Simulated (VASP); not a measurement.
# PbS in VASP: a series of runs

PbS is run at these levels: PBEsol; tasks: single point.

Program: VASP 6.6.1. These are calculated values, not measurements. Logs are shortened: lines on timing, memory, paths and dates and some standing lists are left out, and cuts for length are marked.

## Step 1: The cell of the first run

The cell holds a slab with vacuum, 4 atoms: a = 4.225 Å, b = 4.227 Å, c = 15.021 Å, α = 90.00°, β = 90.00°, γ = 90.00°.

## Step 2: Single point, PBEsol

INCAR reads:

```
SYSTEM = PbS
PREC = Accurate
ENCUT = 520
EDIFF = 1E-6
ISMEAR = -1
SIGMA = 0.15
LREAL = .False.
LASPH = .True.
NELM = 80
ALGO = Normal
ISIF = 2
LWAVE = .False.
LCHARG = .False.
LDIPOL = .True.
IDIPOL = 3
DIPOL = 0.5 0.5 0.500
GGA = PS
NBANDS = 28
```

KPOINTS reads:

```
regular mesh
0
Gamma
  3 3 1
  0 0 0
```

POSCAR reads:

```
PbS
1.0
    4.2253234105      0.0000000000      0.0000000000
   -0.0000000092      4.2269191043      0.0000000000
    0.0000000000      0.0000000000     15.0213708086
Pb S
2 2
Direct
    0.5000000011      0.4614943248      0.4016312663
    0.0000000023      0.9618717599      0.6005690775
    0.0000000011      0.9504296902      0.3994309225
    0.5000000022      0.4508071253      0.5983687337
```

Potentials or basis: VASP PAW PBE potentials, release 64 (Pb_d, S).

The run is started by

```sh
$ cat potpaw_PBE.64/Pb_d/POTCAR potpaw_PBE.64/S/POTCAR > POTCAR
$ mpirun -np 1 vasp_std > vasp.out
```

OUTCAR:

```text
SYSTEM = PbS
   PREC = Accurate
   ENCUT = 520
   EDIFF = 1E-6
   ISMEAR = -1
   LREAL = .False.
   LASPH = .True.
   NELM = 80
   ISIF = 2
   GGA = PS

 ion  position               nearest neighbor table
   1  0.500  0.461  0.402-   3 2.96   4 2.96   3 2.96   3 3.02   3 3.02
   2  0.000  0.962  0.601-   4 2.96   4 2.96   4 3.02   4 3.02   3 3.02
   3  0.000  0.950  0.399-   1 2.96   1 2.96   1 3.02   1 3.02   2 3.02
   4  0.500  0.451  0.598-   2 2.96   1 2.96   2 2.96   2 3.02   2 3.02

  LATTYP: Found a simple orthorhombic cell.
 ALAT       =     4.2253234105
 B/A-ratio  =     1.0003776501
 C/A-ratio  =     3.5550819072

  Lattice vectors:

 A1 = (   4.2253234105,   0.0000000000,   0.0000000000)
 A2 = (  -0.0000000092,   4.2269191043,   0.0000000000)
 A3 = (   0.0000000000,   0.0000000000,  15.0213708086)

Analysis of symmetry for initial positions (statically):
=====================================================================
 Subroutine PRICEL returns:
 Original cell was already a primitive cell.

 Routine SETGRP: Setting up the symmetry group for a
 simple orthorhombic supercell.

 Subroutine GETGRP returns: Found  2 space group operations
 (whereof  2 operations were pure point group operations)
 out of a pool of  8 trial point group operations.

The static configuration has the point symmetry C_1h.

Analysis of symmetry for dynamics (positions and initial velocities):
=====================================================================
 Subroutine PRICEL returns:
 Original cell was already a primitive cell.

 Routine SETGRP: Setting up the symmetry group for a
 simple orthorhombic supercell.

 Subroutine GETGRP returns: Found  2 space group operations
 (whereof  2 operations were pure point group operations)
 out of a pool of  8 trial point group operations.

The dynamic configuration has the point symmetry C_1h.

 Subroutine INISYM returns: Found  2 space group operations
 (whereof  2 operations are pure point group operations),
 and found     1 'primitive' translations

----------------------------------------------------------------------------------------

                                     Primitive cell

  volume of cell :     268.2832

  direct lattice vectors                    reciprocal lattice vectors
     4.225323410  0.000000000  0.000000000     0.236668274  0.000000001  0.000000000
[... 72 lines left out ...]
   NSW    =      0    number of steps for IOM
   IBRION =     -1    ionic relax: 0-MD 1-quasi-New 2-CG
   NFREE  =      0    steps in history (QN), initial steepest desc. (CG)
   ISIF   =      2    stress and relaxation
   ISYM   =      2    0-nonsym 1-usesym 2-fastsym
   POTIM  = 0.5000    time-step for ionic-motion
   TEBEG  =    0.0;   TEEND  =   0.0 temperature during run
   PSTRESS=    0.0 pullay stress
   NELECT =      40.0000    total number of electrons
   NUPDOWN=      -1.0000    fix difference up-down
   EMIN   =  10.00;   EMAX   =-10.00  energy-range for DOS
   EFERMI =   0.00;   METHOD = LEGACY
   ISMEAR =    -1;   SIGMA  =   0.15  broadening in eV -4-tet -1-fermi 0-gaus
   EFERMI_NEDOS =   21; number of points for ismear=-14 and -15
   IALGO  =     38    algorithm
   IMIX   =      4    mixing-type and parameters
     AMIX     =   0.40;   BMIX     =  1.00
     AMIX_MAG =   1.60;   BMIX_MAG =  1.00
  volume/ion in A,a.u.               =      67.07       452.62
  Fermi-wavevector in a.u.,A,eV,Ry     =   0.868088  1.640448 10.253031  0.753577
  Thomas-Fermi vector in A             =   1.986716
   LORBIT       =      0    0 simple, 1 ext, 2 COOP (PROOUT), +10 PAW based schemes
   GGA     = PS    functional components
   LHFCALC =     F    Hartree Fock is set to
   AEXX    =    0.0000 exact exchange contribution
   IVDW    =     0    specifies the selected vdW correction
   LEPSILON=     F    determine dielectric tensor
   LRPA    =     F    only Hartree local field effects (RPA)
 non-spin polarized calculation
  energy-cutoff  :      520.00
  volume of cell :      268.28
 maximum number of plane-waves:      7246
 NGX is ok and might be reduce to    32
   NGX = 15   NGY = 15   NGZ = 55

 number of electron      40.0000005 magnetization

 dipolmoment           0.000000      0.000000     -0.019089 electrons x Angstroem

 Free energy of the ion-electron system (eV)
  ---------------------------------------------------
  ext. energy  EPLUGINS =         0.00000000
  ---------------------------------------------------
  free energy    TOTEN  =       -18.32951720 eV

  energy without entropy =      -18.32738538  energy(sigma->0) =      -18.32845129

 E-fermi :  -0.0343     XC(G=0):  -4.6352

 val. band max:       -1.0883486069   @ k =   0.0000   0.3333   0.0000
 cond. band min:       1.0512335693   @ k =   0.3333   0.0000   0.0000
 fundamental gap:      2.1395821762
 Fermi energy:        -0.0342791864

 k-point     1 :       0.0000    0.0000    0.0000
  band No.  band energies     occupation
      1     -17.2707      2.00000
      2     -17.1882      2.00000
      3     -17.1879      2.00000
      4     -17.1678      2.00000
      5     -17.1293      2.00000
      6     -17.1281      2.00000
[... 113 lines left out ...]
     27       5.0411      0.00000
     28       5.2104      0.00000

------------------------ aborting loop because EDIFF is reached ----------------------------------------

 vacuum level on the upper side and lower side of the slab       (xc-potential included)        -0.287        -0.104

  FORCE on cell =-STRESS in cart. coord.  units (eV):
  Direction    XX          YY          ZZ          XY          YZ          ZX
  --------------------------------------------------------------------------------------
  -------------------------------------------------------------------------------------
  Total       -3.1794362     -3.1749882     -4.2283052      0.0000000     -0.0047158      0.0000000
  in kB      -18.9874758    -18.9609125    -25.2512833      0.0000000     -0.0281624      0.0000000
  external PRESSURE =     -21.0665572 kB  Pullay stress =       0.0000000 kB

 VOLUME and BASIS-vectors are now :
 -----------------------------------------------------------------------------
  energy-cutoff  :      520.00
  volume of cell :      268.28
      direct lattice vectors                 reciprocal lattice vectors
     4.225323410  0.000000000  0.000000000     0.236668274  0.000000001  0.000000000
    -0.000000009  4.226919104  0.000000000     0.000000000  0.236578930  0.000000000
     0.000000000  0.000000000 15.021370809     0.000000000  0.000000000  0.066571820

 POSITION                                       TOTAL-FORCE (eV/Angst)
 -----------------------------------------------------------------------------------
      2.11266      1.95070      6.03305        -0.000000      0.008028      0.688074
      0.00000      4.06575      9.02137        -0.000000      0.009144     -0.886155
     -0.00000      4.01739      6.00000         0.000000     -0.006247      0.708848
      2.11266      1.90553      8.98832         0.000000     -0.010925     -0.510767
 -----------------------------------------------------------------------------------
    total drift:                               -0.000018      0.000377      0.000144

  FREE ENERGIE OF THE ION-ELECTRON SYSTEM (eV)
  ---------------------------------------------------
  free  energy   TOTEN  =       -18.3295172024 eV

  energy  without entropy=      -18.3273853800  energy(sigma->0) =      -18.32845129

 vacuum level on the upper side and lower side of the slab         3.448         3.637
```

OSZICAR:

```text
N       E                     dE             d eps       ncg     rms          rms(c)
DAV:   1     0.375789450200E+03    0.37579E+03   -0.16951E+04   232   0.121E+03
DAV:   2     0.286752975824E+02   -0.34711E+03   -0.33741E+03   252   0.328E+02
DAV:   3    -0.177576287803E+02   -0.46433E+02   -0.45975E+02   304   0.141E+02
[... 13 lines left out ...]
DAV:  17    -0.183294302784E+02   -0.74079E-04   -0.29984E-06   204   0.954E-03    0.355E-03
DAV:  18    -0.183295081448E+02   -0.77866E-04   -0.33001E-06   204   0.749E-03    0.210E-03
DAV:  19    -0.183295130866E+02   -0.49418E-05   -0.16823E-07   216   0.278E-03    0.102E-03
DAV:  20    -0.183295167113E+02   -0.36247E-05   -0.16551E-07   188   0.256E-03    0.987E-04
DAV:  21    -0.183295172024E+02   -0.49111E-06   -0.26706E-08   180   0.104E-03
   1 F= -.18329517E+02 E0= -.18328451E+02  d E =-.213182E-02
```

Wall time 60 s (1 thread of AMD EPYC 7R13, shared host); peak memory 0.29 GiB.

Results:

| Quantity | Value |
| --- | --- |
| Free energy | -18.3295 eV |
| Largest force | 0.886 eV/Å |
| Band gap on the k mesh | 2.14 eV, indirect (the least direct gap lies 2.0 meV higher) |

Forces on the atoms (eV/Å):
```
Pb   0.000  0.008  0.688
Pb   0.000  0.009 -0.886
S    0.000 -0.006  0.709
S    0.000 -0.011 -0.511
```

Caveat: the k points lie up to 0.50 Å⁻¹ apart; the PAW data sets were made with another functional, which shifts forces and pressure a little; spin-orbit coupling is left out, which moves the levels of the heavy elements.

## Step 3: Single point, PBEsol

INCAR reads:

```
PREC     = Accurate       # precision mode
ENCUT    = 520            # plane-wave cutoff, eV
EDIFF    = 1E-6           # SCF threshold, eV
ISMEAR   = -1             # smearing method
SIGMA    = 0.15           # smearing width, eV
LREAL    = False          # projectors in reciprocal space
LASPH    = True           # aspherical terms in the spheres
NELM     = 80             # most SCF steps
ALGO     = Normal         # electronic algorithm
ISIF     = 2              # what is computed and relaxed
LWAVE    = False          # write WAVECAR
LCHARG   = True           # write CHGCAR
LDIPOL   = True         
IDIPOL   = 3            
DIPOL    = 0.5 0.5 0.500
GGA      = PS             # functional
LELF     = True           # ELF
LVHAR    = True         
LVACPOTAV= True         
EFIELD   = -0.1         
NBANDS   = 28             # bands
```

KPOINTS reads:

```
Automatic mesh
0
Gamma
  3 3 1
```

POSCAR is that of step 2.

Potentials or basis: VASP PAW PBE potentials, release 64 (Pb_d, S).

The run is started by

```sh
$ cat potpaw_PBE.64/Pb_d/POTCAR potpaw_PBE.64/S/POTCAR > POTCAR
$ mpirun -np 1 vasp_std > vasp.out
```

Wall time 82 s (1 thread of AMD EPYC 7R13, shared host); peak memory 0.3 GiB.

The run converged. Its results:

```
Free energy            : -18.3342 eV
Largest force          : 0.857 eV/Å
Band gap on the k mesh : 2.15 eV, indirect (the least direct gap lies 2.0 meV higher)
```

Forces on the atoms (eV/Å):
```
Pb   0.000  0.008  0.716
Pb   0.000  0.009 -0.857
S    0.000 -0.007  0.680
S    0.000 -0.010 -0.539
```

Levels at points of the mesh, in eV from the valence-band top:
| k point | band 18 | band 19 | band 20 | band 21 | band 22 | band 23 |
| --- | --- | --- | --- | --- | --- | --- |
| (0.00, 0.00, 0.00) | -1.37 | -1.37 | -0.45 | 2.24 | 4.01 | 4.69 |

Caveat: the k points lie up to 0.50 Å⁻¹ apart; the PAW data sets were made with another functional, which shifts forces and pressure a little; spin-orbit coupling is left out, which moves the levels of the heavy elements.

## Step 4: Single point, PBEsol

INCAR reads:

```
  ALGO = Normal
  DIPOL = 0.5 0.5 0.500
  EDIFF = 1E-6
  EFIELD = -0.2
  ENCUT = 520
  GGA = PS
  IDIPOL = 3
  ISIF = 2
  ISMEAR = -1
  LASPH = T
  LCHARG = F
  LDIPOL = T
  LREAL = F
  LWAVE = F
  NBANDS = 28
  NELM = 80
  PREC = Accurate
  SIGMA = 0.15
```

KPOINTS reads:

```
k-points
0
Gamma
  3 3 1
```

POSCAR is that of step 3.

Potentials or basis: VASP PAW PBE potentials, release 64 (Pb_d, S).

The run is started by

```sh
$ cat potpaw_PBE.64/Pb_d/POTCAR potpaw_PBE.64/S/POTCAR > POTCAR
$ mpirun -np 1 vasp_std > vasp.out
```

OUTCAR:

```text
EDIFF = 1E-6
   ENCUT = 520
   GGA = PS
   ISIF = 2
   ISMEAR = -1
   LASPH = T
   LREAL = F
   NELM = 80
   PREC = Accurate

 ion  position               nearest neighbor table
   1  0.500  0.461  0.402-   3 2.96   4 2.96   3 2.96   3 3.02   3 3.02
   2  0.000  0.962  0.601-   4 2.96   4 2.96   4 3.02   4 3.02   3 3.02
   3  0.000  0.950  0.399-   1 2.96   1 2.96   1 3.02   1 3.02   2 3.02
   4  0.500  0.451  0.598-   2 2.96   1 2.96   2 2.96   2 3.02   2 3.02

  LATTYP: Found a simple orthorhombic cell.
 ALAT       =     4.2253234105
[... 307 lines left out ...]
  -------------------------------------------------------------------------------------
  Total       -3.1714844     -3.1670595     -4.2391961      0.0000000     -0.0006990      0.0000000
  in kB      -18.9399881    -18.9135627    -25.3163232      0.0000000     -0.0041745      0.0000000
  external PRESSURE =     -21.0566247 kB  Pullay stress =       0.0000000 kB

 VOLUME and BASIS-vectors are now :
 -----------------------------------------------------------------------------
  energy-cutoff  :      520.00
  volume of cell :      268.28
      direct lattice vectors                 reciprocal lattice vectors
     4.225323410  0.000000000  0.000000000     0.236668274  0.000000001  0.000000000
    -0.000000009  4.226919104  0.000000000     0.000000000  0.236578930  0.000000000
     0.000000000  0.000000000 15.021370809     0.000000000  0.000000000  0.066571820

 POSITION                                       TOTAL-FORCE (eV/Angst)
 -----------------------------------------------------------------------------------
      2.11266      1.95070      6.03305        -0.000000      0.007648      0.744091
      0.00000      4.06575      9.02137        -0.000000      0.009415     -0.827019
     -0.00000      4.01739      6.00000         0.000000     -0.007208      0.650875
      2.11266      1.90553      8.98832         0.000000     -0.009855     -0.567948
 -----------------------------------------------------------------------------------
    total drift:                               -0.000018      0.000425     -0.000695

  FREE ENERGIE OF THE ION-ELECTRON SYSTEM (eV)
  ---------------------------------------------------
  free  energy   TOTEN  =       -18.3443654025 eV

  energy  without entropy=      -18.3422834752  energy(sigma->0) =      -18.34332444

 vacuum level on the upper side and lower side of the slab         4.364         2.720
```

stdout:

```text
POSCAR found type information on POSCAR PbS
 POSCAR found :  2 types and       4 ions
 scaLAPACK will be used
 -----------------------------------------------------------------------------
|                                                                             |
|                                                                             |
|     You enforced a specific xc type in the INCAR file but a different       |
|     I HOPE YOU KNOW WHAT YOU ARE DOING!                                     |
|                                                                             |
 -----------------------------------------------------------------------------

 LDA part: xc-table for (Slater+PW92), standard interpolation
 POSCAR, INCAR and KPOINTS ok, starting setup
 FFT: planning ... GRIDC
 FFT: planning ... GRID_SOFT
 FFT: planning ... GRID
 WAVECAR not read
 entering main loop
```

It took 84 s on 1 thread of AMD EPYC 7R13, shared host; peak memory 0.29 GiB.

Results:

* Free energy: -18.3444 eV
* Largest force: 0.827 eV/Å
* Band gap on the k mesh: 2.15 eV, indirect (the least direct gap lies 2.1 meV higher)

Forces in eV/Å, atoms in the order of the input:
```
Pb   0.000  0.008  0.744
Pb   0.000  0.009 -0.827
S    0.000 -0.007  0.651
S    0.000 -0.010 -0.568
```

Caveat: the k points lie up to 0.50 Å⁻¹ apart; the PAW data sets were made with another functional, which shifts forces and pressure a little; spin-orbit coupling is left out, which moves the levels of the heavy elements.

## Step 5: Single point, PBEsol

INCAR reads:

```
  PREC = Accurate
  ENCUT = 520
  EDIFF = 1E-7
  ISMEAR = -1
  SIGMA = 0.15
  LREAL = False
  LASPH = True
  NELM = 100
  ALGO = Normal
  ISIF = 2
  LWAVE = False
  LCHARG = False
  LDIPOL = True
  IDIPOL = 3
  DIPOL = 0.5 0.5 0.500
  GGA = PS
  EFIELD = -0.3
  NBANDS = 28
```

KPOINTS reads:

```
regular mesh
0
Gamma
  3 3 1
```

POSCAR is that of step 4.

The run is started by

```sh
$ cat potpaw_PBE.64/Pb_d/POTCAR potpaw_PBE.64/S/POTCAR > POTCAR
$ mpirun -np 1 vasp_std > vasp.out
```

Run time: 1.8 min. Hardware: 1 thread of AMD EPYC 7R13, shared host; peak memory 0.3 GiB.

Results (log left out):

| Item | Value |
| --- | --- |
| Free energy | -18.3601 eV |
| Largest force | 0.796 eV/Å |
| Band gap on the k mesh | 2.15 eV, indirect (the least direct gap lies 2.1 meV higher) |

Forces in eV/Å, atoms in the order of the input:
```
Pb   0.000  0.007  0.771
Pb   0.000  0.010 -0.796
S    0.000 -0.008  0.621
S    0.000 -0.009 -0.596
```

Levels at points of the mesh, in eV from the valence-band top:
| k point | band 17 | band 18 | band 19 | band 20 | band 21 | band 22 | band 23 | band 24 |
| --- | --- | --- | --- | --- | --- | --- | --- | --- |
| (0.00, 0.00, 0.00) | -2.03 | -1.37 | -1.37 | -0.44 | 2.24 | 3.91 | 4.59 | 5.19 |

Caveat: the k points lie up to 0.50 Å⁻¹ apart; the PAW data sets were made with another functional, which shifts forces and pressure a little; spin-orbit coupling is left out, which moves the levels of the heavy elements.

## Step 6: The runs side by side

| electric field (eV/Å) | gap on the mesh (eV) | largest force (eV/Å) |
| --- | --- | --- |
| - | 2.14 | 0.89 |
| 0.1 | 2.15 | 0.86 |
| 0.2 | 2.15 | 0.83 |
| 0.3 | 2.15 | 0.80 |

Alike in all rows: task single point; level PBEsol; potentials or basis VASP PAW PBE potentials, release 64 (Pb_d, S); no spin polarisation; cell as given; k mesh 3 × 3 × 1; cutoff (eV) 520; smearing fermi-dirac 0.15 eV.

Caveats: all runs use coarse meshes; the PAW data sets were made with another functional, which shifts forces and pressure a little; spin-orbit coupling is left out, which moves the levels of the heavy elements.

Absolute energies hang on the potentials; compare differences alone.
